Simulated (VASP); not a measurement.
# NaCl (Pm-3m) in VASP: a series of runs

Aim: see how the results for NaCl move with the level of theory and the settings. Levels: PBE, LDA, PBEsol. Tasks: single point.

All numbers are computed with VASP 6.6.1; they aren't measurements. Logs are shortened: lines on timing, memory, paths and dates and some standing lists are left out, and cuts for length are marked.

## 1. The cell of the first run

Symmetry: Pm-3m, No. 221, cubic system. Conventional cell: a = 3.460 Å, b = 3.460 Å, c = 3.460 Å, α = 90.00°, β = 90.00°, γ = 90.00°. Na (site symmetry m-3m) has 8 Cl at 3.00 Å and 6 Na at 3.46 Å within 3.9 Å. Cl (site symmetry m-3m) has 8 Na at 3.00 Å and 6 Cl at 3.46 Å within 3.9 Å.

## 2. Single point, PBE

File INCAR:

```
SYSTEM = NaCl
PREC = Accurate
ENCUT = 520
EDIFF = 1E-7
ISMEAR = 0
SIGMA = 0.01
LREAL = .FALSE.
LASPH = .TRUE.
NELM = 60
ALGO = Normal
ISIF = 2
LWAVE = .FALSE.
LCHARG = .FALSE.
GGA = PE
NBANDS = 14
```

File KPOINTS:

```
Automatic mesh
0
G
  4 4 4
  0 0 0
```

File POSCAR:

```
NaCl
1.0
    3.4595452951      0.0000000000      0.0000000000
    0.0000000000      3.4595452951      0.0000000000
    0.0000000000      0.0000000000      3.4595452951
Na Cl
1 1
Direct
    0.0000000000      0.0000000000      0.0000000000
    0.5000000000      0.5000000000      0.5000000000
```

Potentials or basis: VASP PAW PBE potentials, release 64 (Na_pv, Cl).

Started as:

```console
$ cat potpaw_PBE.64/Na_pv/POTCAR potpaw_PBE.64/Cl/POTCAR > POTCAR
$ mpirun -np 1 vasp_std > vasp.out
```

OUTCAR:

```text
SYSTEM = NaCl
   PREC = Accurate
   ENCUT = 520
   EDIFF = 1E-7
   ISMEAR = 0
   LREAL = .FALSE.
   LASPH = .TRUE.
   NELM = 60
   ISIF = 2
   GGA = PE

 ion  position               nearest neighbor table
   1  0.000  0.000  0.000-
   2  0.500  0.500  0.500-

  LATTYP: Found a simple cubic cell.
 ALAT       =     3.4595452951

  Lattice vectors:

 A1 = (   3.4595452951,   0.0000000000,   0.0000000000)
 A2 = (   0.0000000000,   3.4595452951,   0.0000000000)
 A3 = (   0.0000000000,   0.0000000000,   3.4595452951)

Analysis of symmetry for initial positions (statically):
=====================================================================
 Subroutine PRICEL returns:
 Original cell was already a primitive cell.

 Routine SETGRP: Setting up the symmetry group for a
 simple cubic supercell.

 Subroutine GETGRP returns: Found 48 space group operations
 (whereof 48 operations were pure point group operations)
 out of a pool of 48 trial point group operations.

The static configuration has the point symmetry O_h .

Analysis of symmetry for dynamics (positions and initial velocities):
=====================================================================
 Subroutine PRICEL returns:
 Original cell was already a primitive cell.

 Routine SETGRP: Setting up the symmetry group for a
 simple cubic supercell.

 Subroutine GETGRP returns: Found 48 space group operations
 (whereof 48 operations were pure point group operations)
 out of a pool of 48 trial point group operations.

The dynamic configuration has the point symmetry O_h .

 Subroutine INISYM returns: Found 48 space group operations
 (whereof 48 operations are pure point group operations),
 and found     1 'primitive' translations

----------------------------------------------------------------------------------------

                                     Primitive cell

  volume of cell :      41.4054

  direct lattice vectors                    reciprocal lattice vectors
     3.459545295  0.000000000  0.000000000     0.289055328  0.000000000  0.000000000
     0.000000000  3.459545295  0.000000000     0.000000000  0.289055328  0.000000000
     0.000000000  0.000000000  3.459545295     0.000000000  0.000000000  0.289055328

  length of vectors
     3.459545295  3.459545295  3.459545295     0.289055328  0.289055328  0.289055328

  position of ions in fractional coordinates (direct lattice)
     0.000000000  0.000000000  0.000000000
     0.500000000  0.500000000  0.500000000

  ion indices of the primitive-cell ions
   primitive index   ion index
                 1           1
                 2           2

----------------------------------------------------------------------------------------

 KPOINTS: Automatic mesh

Automatic generation of k-mesh.
 Grid dimensions read from file:
 generate k-points for:    4    4    4

 Generating k-lattice:

  Cartesian coordinates                     Fractional coordinates (reciprocal lattice)
     0.072263832  0.000000000  0.000000000     0.250000000  0.000000000  0.000000000
     0.000000000  0.072263832  0.000000000     0.000000000  0.250000000  0.000000000
     0.000000000  0.000000000  0.072263832     0.000000000  0.000000000  0.250000000

  Length of vectors
     0.072263832  0.072263832  0.072263832

  Shift w.r.t. Gamma in fractional coordinates (k-lattice)
     0.000000000  0.000000000  0.000000000

 Subroutine IBZKPT returns following result:
 ===========================================

 Found     10 irreducible k-points:

 Following reciprocal coordinates:
            Coordinates               Weight
  0.000000  0.000000  0.000000      1.000000
  0.250000  0.000000  0.000000      6.000000
  0.500000  0.000000  0.000000      3.000000
  0.250000  0.250000  0.000000     12.000000
  0.500000  0.250000  0.000000     12.000000
  0.500000  0.500000  0.000000      3.000000
  0.250000  0.250000  0.250000      8.000000
  0.500000  0.250000  0.250000     12.000000
  0.500000  0.500000  0.250000      6.000000
  0.500000  0.500000  0.500000      1.000000
   k-points           NKPTS =     10   k-points in BZ     NKDIM =     10   number of bands    NBANDS=     14
   number of dos      NEDOS =    301   number of ions     NIONS =      2
   total plane-waves  NPLWV =  21952
   dimension x,y,z NGX =    28 NGY =   28 NGZ =   28
   dimension x,y,z NGXF=    56 NGYF=   56 NGZF=   56
   ions per type =               1   1
   NGX,Y,Z   is equivalent  to a cutoff of  13.46, 13.46, 13.46 a.u.
   NGXF,Y,Z  is equivalent  to a cutoff of  26.91, 26.91, 26.91 a.u.
 SYSTEM =  NaCl
   PREC   = accura    normal or accurate (medium, high low for compatibility)
   ISTART =      0    job   : 0-new  1-cont  2-samecut
   ICHARG =      2    charge: 1-file 2-atom 10-const
   ISPIN  =      1    spin polarized calculation?
   LNONCOLLINEAR =      F non collinear calculations
   LSORBIT =      F    spin-orbit coupling
   LASPH  =      T    aspherical Exc in radial PAW
   ENCUT  =  520.0 eV  38.22 Ry    6.18 a.u.   6.43  6.43  6.43*2*pi/ulx,y,z
   NELM   =     60;   NELMIN=  2; NELMDL= -5     # of ELM steps
   EDIFF  = 0.1E-06   stopping-criterion for ELM
   LREAL  =      F    real-space projection
   EDIFFG = 0.1E-05   stopping-criterion for IOM
   NSW    =      0    number of steps for IOM
   IBRION =     -1    ionic relax: 0-MD 1-quasi-New 2-CG
   NFREE  =      0    steps in history (QN), initial steepest desc. (CG)
   ISIF   =      2    stress and relaxation
   ISYM   =      2    0-nonsym 1-usesym 2-fastsym
   POTIM  = 0.5000    time-step for ionic-motion
   TEBEG  =    0.0;   TEEND  =   0.0 temperature during run
   PSTRESS=    0.0 pullay stress
   NELECT =      14.0000    total number of electrons
   NUPDOWN=      -1.0000    fix difference up-down
   EMIN   =  10.00;   EMAX   =-10.00  energy-range for DOS
   EFERMI =   0.00;   METHOD = LEGACY
   ISMEAR =     0;   SIGMA  =   0.01  broadening in eV -4-tet -1-fermi 0-gaus
   EFERMI_NEDOS =   21; number of points for ismear=-14 and -15
   IALGO  =     38    algorithm
   IMIX   =      4    mixing-type and parameters
     AMIX     =   0.40;   BMIX     =  1.00
     AMIX_MAG =   1.60;   BMIX_MAG =  1.00
  volume/ion in A,a.u.               =      20.70       139.71
  Fermi-wavevector in a.u.,A,eV,Ry     =   1.140508  2.155248 17.697906  1.300759
  Thomas-Fermi vector in A             =   2.277210
   LORBIT       =      0    0 simple, 1 ext, 2 COOP (PROOUT), +10 PAW based schemes
   GGA     = PE    functional components
   LHFCALC =     F    Hartree Fock is set to
   AEXX    =    0.0000 exact exchange contribution
   IVDW    =     0    specifies the selected vdW correction
   LEPSILON=     F    determine dielectric tensor
   LRPA    =     F    only Hartree local field effects (RPA)
 non-spin polarized calculation
 Gauss-broadening in eV      SIGMA  =   0.01
  energy-cutoff  :      520.00
  volume of cell :       41.41
 maximum number of plane-waves:      1141
 NGX is ok and might be reduce to    28
   NGX = 13   NGY = 13   NGZ = 13

 number of electron      13.9999999 magnetization

 Free energy of the ion-electron system (eV)
  ---------------------------------------------------
  ext. energy  EPLUGINS =         0.00000000
  ---------------------------------------------------
  free energy    TOTEN  =        -6.45315288 eV

  energy without entropy =       -6.45315288  energy(sigma->0) =       -6.45315288

 E-fermi :   0.7568     XC(G=0):  -8.5896

 val. band max:        0.6956449141   @ k =   0.5000   0.5000   0.0000
 cond. band min:       4.7936141614   @ k =   0.0000   0.0000   0.0000
 fundamental gap:      4.0979692473
 Fermi energy:         0.7568370407

 k-point     1 :       0.0000    0.0000    0.0000
  band No.  band energies     occupation
      1     -21.3590      2.00000
      2     -21.3590      2.00000
      3     -21.3590      2.00000
      4     -12.8107      2.00000
      5       0.1737      2.00000
      6       0.1737      2.00000
      7       0.1737      2.00000
      8       4.7936      0.00000
      9       9.2286      0.00000
     10       9.2286      0.00000
     11      16.7267      0.00000
     12      16.7330      0.00000
     13      16.7332      0.00000
     14      16.7334      0.00000

 k-point     2 :       0.2500    0.0000    0.0000
  band No.  band energies     occupation
      1     -21.3825      2.00000
      2     -21.3568      2.00000
      3     -21.3568      2.00000
      4     -12.6214      2.00000
      5      -1.3283      2.00000
      6       0.2939      2.00000
      7       0.2939      2.00000
      8       6.1694      0.00000
      9       9.9119      0.00000
     10      10.1828      0.00000
     11      13.8547      0.00000
     12      13.8547      0.00000
     13      16.0377      0.00000
     14      16.5238      0.00000

 k-point     3 :       0.5000    0.0000    0.0000
  band No.  band energies     occupation
      1     -21.4059      2.00000
      2     -21.3547      2.00000
      3     -21.3547      2.00000
      4     -12.4157      2.00000
      5      -2.4135      2.00000
      6       0.4210      2.00000
      7       0.4210      2.00000
      8       7.7296      0.00000
      9       9.5093      0.00000
     10      11.1903      0.00000
     11      12.6221      0.00000
     12      12.6221      0.00000
     13      13.7844      0.00000
     14      17.7750      0.00000
[... 86 lines left out ...]
 k-point     9 :       0.5000    0.5000    0.2500
  band No.  band energies     occupation
      1     -21.3922      2.00000
      2     -21.3922      2.00000
      3     -21.3700      2.00000
      4     -11.9810      2.00000
      5      -1.4930      2.00000
      6      -1.4930      2.00000
      7      -0.3856      2.00000
      8       6.8711      0.00000
      9       9.2018      0.00000
     10       9.2018      0.00000
     11      13.2146      0.00000
     12      14.8687      0.00000
     13      15.9162      0.00000
     14      15.9162      0.00000

 k-point    10 :       0.5000    0.5000    0.5000
  band No.  band energies     occupation
      1     -21.3890      2.00000
      2     -21.3890      2.00000
      3     -21.3890      2.00000
      4     -11.8261      2.00000
      5      -1.2647      2.00000
      6      -1.2647      2.00000
      7      -1.2647      2.00000
      8       7.8098      0.00000
      9       7.8098      0.00000
     10       7.8098      0.00000
     11      12.6308      0.00000
     12      16.9340      0.00000
     13      16.9340      0.00000
     14      16.9340      0.00000

------------------------ aborting loop because EDIFF is reached ----------------------------------------

  FORCE on cell =-STRESS in cart. coord.  units (eV):
  Direction    XX          YY          ZZ          XY          YZ          ZX
  --------------------------------------------------------------------------------------
  -------------------------------------------------------------------------------------
  Total        0.3162588      0.3162588      0.3162588      0.0000000     -0.0000000     -0.0000000
  in kB       12.2375980     12.2375980     12.2375980      0.0000000     -0.0000000     -0.0000000
  external PRESSURE =      12.2375980 kB  Pullay stress =       0.0000000 kB

 VOLUME and BASIS-vectors are now :
 -----------------------------------------------------------------------------
  energy-cutoff  :      520.00
  volume of cell :       41.41
      direct lattice vectors                 reciprocal lattice vectors
     3.459545295  0.000000000  0.000000000     0.289055328  0.000000000  0.000000000
     0.000000000  3.459545295  0.000000000     0.000000000  0.289055328  0.000000000
     0.000000000  0.000000000  3.459545295     0.000000000  0.000000000  0.289055328

 POSITION                                       TOTAL-FORCE (eV/Angst)
 -----------------------------------------------------------------------------------
      0.00000      0.00000      0.00000         0.000000      0.000000      0.000000
      1.72977      1.72977      1.72977         0.000000      0.000000      0.000000
 -----------------------------------------------------------------------------------
    total drift:                                0.000000      0.000000      0.000000

  FREE ENERGIE OF THE ION-ELECTRON SYSTEM (eV)
  ---------------------------------------------------
  free  energy   TOTEN  =        -6.4531528842 eV

  energy  without entropy=       -6.4531528842  energy(sigma->0) =       -6.45315288
```

It took 15 s on 1 thread of AMD EPYC 7R13, shared host; peak memory 0.11 GiB.

What came out:

| Item | Value |
| --- | --- |
| Free energy | -6.4532 eV |
| Pressure | 1.2 GPa |
| Band gap on the k mesh | 4.10 eV, indirect (least direct gap 4.62 eV) |

Caveat: the k points lie up to 0.45 Å⁻¹ apart. A k mesh can miss the band edges.

## 3. Single point, PBE

File INCAR:

```
PREC = Accurate
ENCUT = 520
EDIFF = 1E-7
ISMEAR = 0
SIGMA = 0.01
LREAL = False
LASPH = True
NELM = 100
ALGO = Normal
ISIF = 2
LWAVE = False
LCHARG = False
GGA = PE
NBANDS = 14
```

File KPOINTS:

```
Automatic mesh
0
Gamma
  4 4 4
```

POSCAR is that of step 2.

Potentials or basis: VASP PAW PBE potentials, release 64 (Na_pv, Cl).

Started as:

```console
$ cat potpaw_PBE.64/Na_pv/POTCAR potpaw_PBE.64/Cl/POTCAR > POTCAR
$ mpirun -np 1 vasp_std > vasp.out
```

Run time: 18 s. Hardware: 1 thread of AMD EPYC 7R13, shared host; peak memory 0.11 GiB.

Results (log left out):

```yaml
Free_energy: -6.4532 eV
Pressure: 1.2 GPa
Band_gap_on_the_k_mesh: 4.10 eV, indirect (least direct gap 4.62 eV)
```

Levels at points of the mesh, in eV from the valence-band top:
| k point | band 3 | band 4 | band 5 | band 6 | band 7 | band 8 | band 9 | band 10 | band 11 | band 12 |
| --- | --- | --- | --- | --- | --- | --- | --- | --- | --- | --- |
| (0.00, 0.00, 0.00) | -22.05 | -13.51 | -0.52 | -0.52 | -0.52 | 4.10 | 8.53 | 8.53 | 16.03 | 16.04 |
| (0.50, 0.00, 0.00) | -22.05 | -13.11 | -3.11 | -0.27 | -0.27 | 7.03 | 8.81 | 10.49 | 11.93 | 11.93 |
| (0.50, 0.50, 0.00) | -22.05 | -12.82 | -2.39 | -2.39 | 0.00 | 5.53 | 9.96 | 11.27 | 11.27 | 12.65 |
| (0.50, 0.50, 0.50) | -22.08 | -12.52 | -1.96 | -1.96 | -1.96 | 7.11 | 7.11 | 7.11 | 11.94 | 16.24 |

Caveat: the k points lie up to 0.45 Å⁻¹ apart.

## 4. Single point, LDA

This run uses another cell than the first one, of 19.14 Å³/atom, 0.925 times its volume.

File INCAR:

```
SYSTEM = NaCl
ALGO = Normal
EDIFF = 1E-6
ENCUT = 520
ISIF = 2
ISMEAR = -1
LASPH = .True.
LCHARG = .False.
LREAL = .False.
LWAVE = .False.
NBANDS = 14
NELM = 60
PREC = Accurate
SIGMA = 0.02
```

File KPOINTS:

```
k-points
0
Gamma
  6 6 6
  0 0 0
```

File POSCAR:

```
NaCl
1.0
    3.3702354058      0.0000000000      0.0000000000
    0.0000000000      3.3702354058      0.0000000000
    0.0000000000      0.0000000000      3.3702354058
Na Cl
1 1
Direct
    0.0000000000      0.0000000000      0.0000000000
    0.5000000000      0.5000000000      0.5000000000
```

Potentials or basis: VASP PAW LDA potentials, release 64 (Na_pv, Cl).

Started as:

```console
$ cat potpaw_LDA.64/Na_pv/POTCAR potpaw_LDA.64/Cl/POTCAR > POTCAR
$ mpirun -np 1 vasp_std > vasp.out
```

It took 21 s on 1 thread of AMD EPYC 7R13, shared host; peak memory 0.1 GiB.

Results (log left out):

```
Free energy            : -7.1220 eV
Pressure               : 0.0 GPa
Band gap on the k mesh : 4.01 eV, indirect (least direct gap 4.62 eV)
```

Levels at points of the mesh, in eV from the valence-band top:
```
           k point  band 3  band 4  band 5  band 6  band 7  band 8  band 9  band 10  band 11  band 12
(0.00, 0.00, 0.00)  -21.94  -13.76   -0.61   -0.61   -0.61    4.01    8.12     8.12    16.23    16.23
(0.50, 0.00, 0.00)  -21.93  -13.25   -3.61   -0.33   -0.33    6.92    9.04    10.24    11.87    11.87
(0.50, 0.50, 0.00)  -21.92  -12.90   -2.77   -2.77    0.00    5.14    9.83    11.40    11.40    12.56
(0.50, 0.50, 0.50)  -21.98  -12.52   -2.29   -2.29   -2.29    6.75    6.75     6.75    12.18    16.63
```

## 5. Single point, PBEsol

This run uses another cell than the first one, of 20.48 Å³/atom, 0.989 times its volume.

File INCAR:

```
  ALGO = Normal
  EDIFF = 1E-7
  ENCUT = 520
  GGA = PS
  ISIF = 2
  ISMEAR = -1
  LASPH = T
  LCHARG = T
  LELF = T
  LREAL = F
  LVHAR = T
  LWAVE = F
  NBANDS = 14
  NELM = 60
  PREC = Accurate
  SIGMA = 0.02
```

File KPOINTS:

```
k-points
0
Gamma
  6 6 6
```

File POSCAR:

```
NaCl
1.0
    3.4469462623      0.0000000000      0.0000000000
    0.0000000000      3.4469462623      0.0000000000
    0.0000000000      0.0000000000      3.4469462623
Na Cl
1 1
Direct
    0.0000000000      0.0000000000      0.0000000000
    0.5000000000      0.5000000000      0.5000000000
```

Potentials or basis: VASP PAW PBE potentials, release 64 (Na_pv, Cl).

Started as:

```console
$ cat potpaw_PBE.64/Na_pv/POTCAR potpaw_PBE.64/Cl/POTCAR > POTCAR
$ mpirun -np 1 vasp_std > vasp.out
```

It took 30 s on 1 thread of AMD EPYC 7R13, shared host; peak memory 0.12 GiB.

It converged, with:

```yaml
Free_energy: -6.7301 eV
Pressure: 0.0 GPa
Band_gap_on_the_k_mesh: 3.99 eV, indirect (least direct gap 4.53 eV)
```

Levels at points of the mesh, in eV from the valence-band top:
| k point | band 5 | band 6 | band 7 | band 8 | band 9 | band 10 |
| --- | --- | --- | --- | --- | --- | --- |
| (0.00, 0.00, 0.00) | -0.54 | -0.54 | -0.54 | 3.99 | 8.35 | 8.35 |
| (0.50, 0.00, 0.00) | -3.22 | -0.29 | -0.29 | 6.89 | 8.81 | 10.36 |
| (0.50, 0.50, 0.00) | -2.48 | -2.48 | 0.00 | 5.41 | 9.83 | 11.18 |
| (0.50, 0.50, 0.50) | -2.03 | -2.03 | -2.03 | 6.96 | 6.96 | 6.96 |

Caveat: the PAW data sets were made with another functional, which shifts forces and pressure a little. As with any semilocal functional, this PBEsol gap is likely too small.

## 6. Summary

```csv
level,potentials or basis,cell,k mesh,smearing,gap on the mesh (eV),pressure (GPa)
PBE,"VASP PAW PBE potentials, release 64 (Na_pv, Cl)","a = 3.460 Å, 2 atoms",4 × 4 × 4,gaussian 0.01 eV,4.10,1.2
LDA,"VASP PAW LDA potentials, release 64 (Na_pv, Cl)","a = 3.370 Å, 2 atoms",6 × 6 × 6,fermi-dirac 0.02 eV,4.01,0.0
PBEsol,"VASP PAW PBE potentials, release 64 (Na_pv, Cl)","a = 3.447 Å, 2 atoms",6 × 6 × 6,fermi-dirac 0.02 eV,3.99,0.0
```

Alike in all rows: task single point; no spin polarisation; cutoff (eV) 520.

Caveats: some runs use coarse meshes; the PAW data sets were made with another functional, which shifts forces and pressure a little (some runs).

Absolute energies hang on the potentials; compare differences alone.
